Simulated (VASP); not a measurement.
A run of VASP 6.6.1:

POSCAR

```
Ti2CN
1.0
    1.5136240000      0.8738910000      4.9555280000
   -1.5136240000      0.8738910000      4.9555280000
    0.0000000000     -1.7477820000      4.9555280000
Ti C N
2 1 1
Direct
    0.7492330000      0.7492330000      0.7492330000
    0.2507670000      0.2507670000      0.2507670000
    0.0000000000      0.0000000000      0.0000000000
    0.5000000000      0.5000000000      0.5000000000
```

INCAR.step1

```
SYSTEM = Ti2CN
PREC = Accurate
ENCUT = 520
ISMEAR = -1
SIGMA = 0.1
LREAL = .False.
LASPH = .True.
NELM = 100
NBANDS = 24
GGA = PE
ALGO = Normal
EDIFF = 1E-4
LWAVE = .True.
LCHARG = .False.
```

INCAR.step2

```
SYSTEM = Ti2CN
PREC = Accurate
ENCUT = 520
EDIFF = 1E-6
ISMEAR = -1
SIGMA = 0.1
LREAL = .False.
LASPH = .True.
NELM = 100
ALGO = Normal
ISIF = 2
LWAVE = .False.
LCHARG = .True.
METAGGA = R2SCAN
LMIXTAU = .True.
LELF = .True.
LVHAR = .True.
NBANDS = 24
ISTART = 1
```

The input KPOINTS:

```
Automatic mesh
0
Gamma
  9 9 9
  0 0 0
```

Potentials or basis: VASP PAW PBE potentials, release 64 (Ti_sv, C, N).

The run is started by

```sh
$ cat potpaw_PBE.64/Ti_sv/POTCAR potpaw_PBE.64/C/POTCAR potpaw_PBE.64/N/POTCAR > POTCAR
$ cp INCAR.step1 INCAR
$ mpirun -np 1 vasp_std > vasp.out
$ cp INCAR.step2 INCAR
$ mpirun -np 1 vasp_std > vasp.out
```

Hardware: 1 thread of Intel(R) Xeon(R) Platinum 8375C CPU @ 2.90GHz (Ice Lake), with other jobs on the host.

Problem. How long does it take, and how much memory?

Solution. Wall time 7.4 min on 1 thread of Intel(R) Xeon(R) Platinum 8375C CPU @ 2.90GHz (Ice Lake) (shared host), peak memory 0.3 GiB. Counts: k points 85.
